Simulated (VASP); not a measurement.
Hf:

```
Hf
1.0
     2.91000    0.00000    0.00000
     0.00000    2.91000    0.00000
     0.00000    0.00000    2.91000
Hf
1
Cartesian
  0.0000 0.0000 0.0000
```

This isn't the form of Hf at room conditions, which is hcp.

| Quantity | Value |
| --- | --- |
| Program | VASP 6.6.1 |
| Task | relaxation of cell and atoms |
| Functional | PBEsol |
| Potentials or basis | VASP PAW PBE potentials, release 64 (Hf_pv) |
| Cutoff | 600 eV |
| k mesh | 8 × 8 × 8 |
| Occupations | gaussian, width 0.1 eV |
| Spin | no spin polarisation |

At the start: pressure -2.9 GPa; volume 24.64 Å³/atom.

Q: Where does the relaxation end?

A: Over 3 steps the energy falls by 8.7 meV/atom and the volume is 23.71 Å³/atom (-3.8 %); space group Pm-3m (No. 221, to 0.1 Å) before and after.

Step by step:
```
step  energy change (eV)  largest force (eV/Å)  pressure (GPa)  volume (Å³)
   1              0.0000                0.0000           -2.90        24.64
   2             -0.0045                0.0000            2.22        23.09
   3             -0.0087                0.0000           -0.02        23.71
```

Final structure:
```cif
data_structure
_symmetry_space_group_name_H-M 'P 1'
_symmetry_Int_Tables_number 1
_cell_length_a 2.8728
_cell_length_b 2.8728
_cell_length_c 2.8728
_cell_angle_alpha 90.000
_cell_angle_beta 90.000
_cell_angle_gamma 90.000
_cell_volume 23.71
loop_
_atom_site_label
_atom_site_type_symbol
_atom_site_fract_x
_atom_site_fract_y
_atom_site_fract_z
_atom_site_occupancy
Hf1 Hf 0.00000 0.00000 0.00000 1
```

Caveat: the PAW data sets were made with another functional, which shifts forces and pressure a little.
